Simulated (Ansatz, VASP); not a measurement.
## Ru: VASP beside Ansatz

```
Ru
1.0
     2.45328    0.00000    0.00000
     0.00000    2.45328    0.00000
     0.00000    0.00000    2.45328
Ru
1
Direct
  0.00000 0.00000 0.00000
```

Alike in both runs: task single point; functional revPBE; k mesh 14 × 14 × 14; occupations fermi-dirac, width 0.1 eV; no spin polarisation.

|  | VASP | Ansatz |
| --- | --- | --- |
| version | VASP 6.6.1 | Ansatz 0.2.0 |
| potentials or method | VASP PAW PBE potentials, release 64 (Ru_pv), cutoff 520 eV | plane waves (420 eV) with PAW, scalar-relativistic |
| valence electrons in the cell | 14 | 16 |

VASP gave:

* pressure (GPa): 21.7

Question: Which values does Ansatz return?

Answer: Pressure (GPa): 21.4.

VASP's potentials were made for PBE, not for revPBE. The functional is the same, so the differences come from potentials, cutoffs and numerics. VASP's potentials hold 14 valence electrons a cell and Ansatz's 16, so a difference there can come from the potentials and not from the codes.
